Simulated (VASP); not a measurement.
# Ca (Pm-3m) in VASP: further runs, part 2 of 2

VASP 6.6.1. The steps go on from the part before.

### Step 5. Single point, PBE (47.30 Å³/atom)

This run uses another cell than the first one, of 47.30 Å³/atom.

The input, INCAR:

```
SYSTEM = Ca
ALGO = Normal
EDIFF = 1E-6
ENCUT = 520
GGA = PE
ISIF = 2
ISMEAR = -1
LASPH = .TRUE.
LCHARG = .FALSE.
LREAL = .FALSE.
LWAVE = .FALSE.
NBANDS = 11
NELM = 100
PREC = Accurate
SIGMA = 0.1
```

The input, KPOINTS:

```
k-points
0
G
  15 15 15
  0 0 0
```

The input, POSCAR:

```
Ca
1.0
    3.6165826556      0.0000000000      0.0000000000
    0.0000000000      3.6165826556      0.0000000000
    0.0000000000      0.0000000000      3.6165826556
Ca
1
Direct
    0.0000000000      0.0000000000      0.0000000000
```

Potentials or basis: VASP PAW PBE potentials, release 64 (Ca_sv).

On the command line:

```bash
$ cat potpaw_PBE.64/Ca_sv/POTCAR > POTCAR
$ mpirun -np 1 vasp_std > vasp.out
```

OUTCAR:

```text
SYSTEM = Ca
   EDIFF = 1E-6
   ENCUT = 520
   GGA = PE
   ISIF = 2
   ISMEAR = -1
   LASPH = .TRUE.
   LREAL = .FALSE.
   NELM = 100
   PREC = Accurate

 ion  position               nearest neighbor table
   1  0.000  0.000  0.000-

  LATTYP: Found a simple cubic cell.
 ALAT       =     3.6165826556

  Lattice vectors:

 A1 = (   3.6165826556,   0.0000000000,   0.0000000000)
 A2 = (   0.0000000000,   3.6165826556,   0.0000000000)
 A3 = (   0.0000000000,   0.0000000000,   3.6165826556)

Analysis of symmetry for initial positions (statically):
=====================================================================
 Subroutine PRICEL returns:
 Original cell was already a primitive cell.

 Routine SETGRP: Setting up the symmetry group for a
 simple cubic supercell.

 Subroutine GETGRP returns: Found 48 space group operations
 (whereof 48 operations were pure point group operations)
 out of a pool of 48 trial point group operations.

The static configuration has the point symmetry O_h .

Analysis of symmetry for dynamics (positions and initial velocities):
=====================================================================
 Subroutine PRICEL returns:
 Original cell was already a primitive cell.

 Routine SETGRP: Setting up the symmetry group for a
 simple cubic supercell.

 Subroutine GETGRP returns: Found 48 space group operations
 (whereof 48 operations were pure point group operations)
 out of a pool of 48 trial point group operations.

The dynamic configuration has the point symmetry O_h .

 Subroutine INISYM returns: Found 48 space group operations
 (whereof 48 operations are pure point group operations),
 and found     1 'primitive' translations

----------------------------------------------------------------------------------------

                                     Primitive cell

  volume of cell :      47.3037

  direct lattice vectors                    reciprocal lattice vectors
     3.616582656  0.000000000  0.000000000     0.276504119  0.000000000  0.000000000
     0.000000000  3.616582656  0.000000000     0.000000000  0.276504119  0.000000000
     0.000000000  0.000000000  3.616582656     0.000000000  0.000000000  0.276504119

  length of vectors
     3.616582656  3.616582656  3.616582656     0.276504119  0.276504119  0.276504119

  position of ions in fractional coordinates (direct lattice)
     0.000000000  0.000000000  0.000000000

  ion indices of the primitive-cell ions
   primitive index   ion index
                 1           1

----------------------------------------------------------------------------------------

 KPOINTS: k-points

Automatic generation of k-mesh.
 Grid dimensions read from file:
 generate k-points for:   15   15   15

 Generating k-lattice:

  Cartesian coordinates                     Fractional coordinates (reciprocal lattice)
     0.018433608  0.000000000  0.000000000     0.066666667  0.000000000  0.000000000
     0.000000000  0.018433608  0.000000000     0.000000000  0.066666667  0.000000000
     0.000000000  0.000000000  0.018433608     0.000000000  0.000000000  0.066666667

  Length of vectors
     0.018433608  0.018433608  0.018433608

  Shift w.r.t. Gamma in fractional coordinates (k-lattice)
     0.000000000  0.000000000  0.000000000

 Subroutine IBZKPT returns following result:
 ===========================================

 Found    120 irreducible k-points:

 Following reciprocal coordinates:
            Coordinates               Weight
  0.000000  0.000000  0.000000      1.000000
  0.066667  0.000000  0.000000      6.000000
  0.133333  0.000000  0.000000      6.000000
  0.200000  0.000000  0.000000      6.000000
  0.266667  0.000000  0.000000      6.000000
  0.333333  0.000000  0.000000      6.000000
[... 16 lines left out ...]
  0.266667  0.200000  0.000000     24.000000
  0.333333  0.200000  0.000000     24.000000
 [... further k-points ...]
   k-points           NKPTS =    120   k-points in BZ     NKDIM =    120   number of bands    NBANDS=     11
   number of dos      NEDOS =    301   number of ions     NIONS =      1
   total plane-waves  NPLWV =  21952
   dimension x,y,z NGX =    28 NGY =   28 NGZ =   28
   dimension x,y,z NGXF=    56 NGYF=   56 NGZF=   56
   ions per type =               1
   NGX,Y,Z   is equivalent  to a cutoff of  12.87, 12.87, 12.87 a.u.
   NGXF,Y,Z  is equivalent  to a cutoff of  25.74, 25.74, 25.74 a.u.
 SYSTEM =  Ca
   PREC   = accura    normal or accurate (medium, high low for compatibility)
   ISTART =      0    job   : 0-new  1-cont  2-samecut
   ICHARG =      2    charge: 1-file 2-atom 10-const
   ISPIN  =      1    spin polarized calculation?
   LNONCOLLINEAR =      F non collinear calculations
   LSORBIT =      F    spin-orbit coupling
   LASPH  =      T    aspherical Exc in radial PAW
   ENCUT  =  520.0 eV  38.22 Ry    6.18 a.u.   6.72  6.72  6.72*2*pi/ulx,y,z
   NELM   =    100;   NELMIN=  2; NELMDL= -5     # of ELM steps
   EDIFF  = 0.1E-05   stopping-criterion for ELM
   LREAL  =      F    real-space projection
   EDIFFG = 0.1E-04   stopping-criterion for IOM
   NSW    =      0    number of steps for IOM
   IBRION =     -1    ionic relax: 0-MD 1-quasi-New 2-CG
   NFREE  =      0    steps in history (QN), initial steepest desc. (CG)
   ISIF   =      2    stress and relaxation
   ISYM   =      2    0-nonsym 1-usesym 2-fastsym
   POTIM  = 0.5000    time-step for ionic-motion
   TEBEG  =    0.0;   TEEND  =   0.0 temperature during run
   PSTRESS=    0.0 pullay stress
   NELECT =      10.0000    total number of electrons
   NUPDOWN=      -1.0000    fix difference up-down
   EMIN   =  10.00;   EMAX   =-10.00  energy-range for DOS
   EFERMI =   0.00;   METHOD = LEGACY
   ISMEAR =    -1;   SIGMA  =   0.10  broadening in eV -4-tet -1-fermi 0-gaus
   EFERMI_NEDOS =   21; number of points for ismear=-14 and -15
   IALGO  =     38    algorithm
   IMIX   =      4    mixing-type and parameters
     AMIX     =   0.40;   BMIX     =  1.00
     AMIX_MAG =   1.60;   BMIX_MAG =  1.00
  volume/ion in A,a.u.               =      47.30       319.22
  Fermi-wavevector in a.u.,A,eV,Ry     =   0.975236  1.842929 12.940303  0.951085
  Thomas-Fermi vector in A             =   2.105760
   LORBIT       =      0    0 simple, 1 ext, 2 COOP (PROOUT), +10 PAW based schemes
   GGA     = PE    functional components
   LHFCALC =     F    Hartree Fock is set to
   AEXX    =    0.0000 exact exchange contribution
   IVDW    =     0    specifies the selected vdW correction
   LEPSILON=     F    determine dielectric tensor
   LRPA    =     F    only Hartree local field effects (RPA)
 non-spin polarized calculation
  energy-cutoff  :      520.00
  volume of cell :       47.30
 maximum number of plane-waves:      1309
 NGX is ok and might be reduce to    28
   NGX = 13   NGY = 13   NGZ = 13

 number of electron      10.0000005 magnetization

 Free energy of the ion-electron system (eV)
  ---------------------------------------------------
  ext. energy  EPLUGINS =         0.00000000
  ---------------------------------------------------
  free energy    TOTEN  =        -1.54586156 eV

  energy without entropy =       -1.50762112  energy(sigma->0) =       -1.52674134

 E-fermi :   1.4586     XC(G=0):  -7.3668

 val. band max:        1.4423417136   @ k =   0.4000   0.4000   0.2667
 cond. band min:       1.4700013389   @ k =   0.4667   0.4667   0.2000
 fundamental gap:      0.0276596253
 Fermi energy:         1.4585784606

 k-point     1 :       0.0000    0.0000    0.0000
  band No.  band energies     occupation
      1     -40.9316      2.00000
      2     -21.8386      2.00000
      3     -21.8386      2.00000
      4     -21.8386      2.00000
      5      -2.2632      2.00000
      6       2.2792      0.00055
      7       2.2792      0.00055
      8       5.2349      0.00000
      9       5.2349      0.00000
     10       5.2349      0.00000
     11       9.4493      0.00000

 k-point     2 :       0.0667    0.0000    0.0000
  band No.  band energies     occupation
      1     -40.9310      2.00000
      2     -21.8454      2.00000
      3     -21.8380      2.00000
      4     -21.8380      2.00000
      5      -2.2047      2.00000
      6       2.2946      0.00047
      7       2.2968      0.00046
      8       5.1709      0.00000
      9       5.1709      0.00000
     10       5.2391      0.00000
     11       9.0208      0.00000
[... 295 lines left out ...]
 k-point    24 :       0.3333    0.2000    0.0000
  band No.  band energies     occupation
      1     -40.9181      2.00000
      2     -21.9500      2.00000
      3     -21.8816      2.00000
      4     -21.8243      2.00000
      5      -0.4431      2.00000
      6       2.1454      0.00208
      7       2.8050      0.00000
      8       3.8980      0.00000
      9       4.4377      0.00000
     10       4.9324      0.00000
     11       6.7012      0.00000

 [... further k-points ...]
[... 5 lines left out ...]
  --------------------------------------------------------------------------------------
  -------------------------------------------------------------------------------------
  Total       -0.2151747     -0.2151747     -0.2151747     -0.0000000      0.0000000     -0.0000000
  in kB       -7.2879702     -7.2879702     -7.2879702     -0.0000000      0.0000000     -0.0000000
  external PRESSURE =      -7.2879702 kB  Pullay stress =       0.0000000 kB

 VOLUME and BASIS-vectors are now :
 -----------------------------------------------------------------------------
  energy-cutoff  :      520.00
  volume of cell :       47.30
      direct lattice vectors                 reciprocal lattice vectors
     3.616582656  0.000000000  0.000000000     0.276504119  0.000000000  0.000000000
     0.000000000  3.616582656  0.000000000     0.000000000  0.276504119  0.000000000
     0.000000000  0.000000000  3.616582656     0.000000000  0.000000000  0.276504119

 POSITION                                       TOTAL-FORCE (eV/Angst)
 -----------------------------------------------------------------------------------
      0.00000      0.00000      0.00000         0.000000      0.000000      0.000000
 -----------------------------------------------------------------------------------
    total drift:                               -0.000000     -0.000000     -0.000000

  FREE ENERGIE OF THE ION-ELECTRON SYSTEM (eV)
  ---------------------------------------------------
  free  energy   TOTEN  =        -1.5458615636 eV

  energy  without entropy=       -1.5076211248  energy(sigma->0) =       -1.52674134
```

OSZICAR:

```text
N       E                     dE             d eps       ncg     rms          rms(c)
DAV:   1     0.671141394790E+02    0.67114E+02   -0.49799E+03  2640   0.807E+02
DAV:   2     0.115451881360E+00   -0.66999E+02   -0.66408E+02  2928   0.207E+02
DAV:   3    -0.146995821570E+01   -0.15854E+01   -0.15684E+01  3834   0.308E+01
DAV:   4    -0.155160992974E+01   -0.81652E-01   -0.81214E-01  3509   0.527E+00
DAV:   5    -0.155315278918E+01   -0.15429E-02   -0.15424E-02  3681   0.627E-01    0.223E+00
DAV:   6    -0.154760827260E+01    0.55445E-02   -0.10944E-02  3211   0.114E+00    0.137E+00
DAV:   7    -0.154627020986E+01    0.13381E-02   -0.16327E-02  2774   0.153E+00    0.118E-01
DAV:   8    -0.154583843031E+01    0.43178E-03   -0.23157E-03  2863   0.417E-01    0.343E-02
DAV:   9    -0.154586191781E+01   -0.23488E-04   -0.17698E-04  3876   0.112E-01    0.928E-03
DAV:  10    -0.154586156357E+01    0.35424E-06   -0.51266E-06  2972   0.148E-02
   1 F= -.15458616E+01 E0= -.15267413E+01  d E =-.382404E-01
```

It took 15 s on 1 thread of Intel Xeon 6975P-C (Granite Rapids), shared host; peak memory 0.19 GiB.

Results:

```
Free energy            : -1.5459 eV
Pressure               : -0.7 GPa
Band gap on the k mesh : zero (bands 5 and 6 overlap by 1.10 eV)
```

### Step 6. Single point, PBE (49.06 Å³/atom)

This run uses another cell than the first one, of 49.06 Å³/atom.

Edit INCAR of step 5 so:

```diff
@@ -12,3 +12,3 @@
 NBANDS = 11
-NELM = 100
+NELM = 60
 PREC = Accurate
```

KPOINTS is that of step 5.

The input, POSCAR:

```
Ca
1.0
    3.6606916693      0.0000000000      0.0000000000
    0.0000000000      3.6606916693      0.0000000000
    0.0000000000      0.0000000000      3.6606916693
Ca
1
Direct
    0.0000000000      0.0000000000      0.0000000000
```

Potentials or basis: VASP PAW PBE potentials, release 64 (Ca_sv).

On the command line:

```bash
$ cat potpaw_PBE.64/Ca_sv/POTCAR > POTCAR
$ mpirun -np 1 vasp_std > vasp.out
```

Run time: 15 s. Hardware: 1 thread of Intel Xeon 6975P-C (Granite Rapids), shared host; peak memory 0.2 GiB.

The run converged. Its results:

```yaml
Free_energy: -1.5367 eV
Pressure: -1.0 GPa
Band_gap_on_the_k_mesh: zero (bands 5 and 6 overlap by 1.12 eV)
```

Levels at points of the mesh, in eV from the Fermi level:
| k point | band 2 | band 3 | band 4 | band 5 | band 6 | band 7 | band 8 | band 9 |
| --- | --- | --- | --- | --- | --- | --- | --- | --- |
| (0.00, 0.00, 0.00) | -23.37 | -23.37 | -23.37 | -3.67 | 0.82 | 0.82 | 3.66 | 3.66 |

### Step 7. Overview

| cell | gap on the mesh (eV) | pressure (GPa) |
| --- | --- | --- |
| a = 3.477 Å, 1 atom | none | 0.5 |
| a = 3.525 Å, 1 atom | none | 0.0 |
| a = 3.571 Å, 1 atom | none | -0.4 |
| a = 3.617 Å, 1 atom | none | -0.7 |
| a = 3.661 Å, 1 atom | none | -1.0 |

Alike in all rows: task single point; level PBE; potentials or basis VASP PAW PBE potentials, release 64 (Ca_sv); no spin polarisation; k mesh 15 × 15 × 15; cutoff (eV) 520; smearing fermi-dirac 0.1 eV.

Total energies depend on the potentials used, so only differences within one code and one set of settings carry meaning.
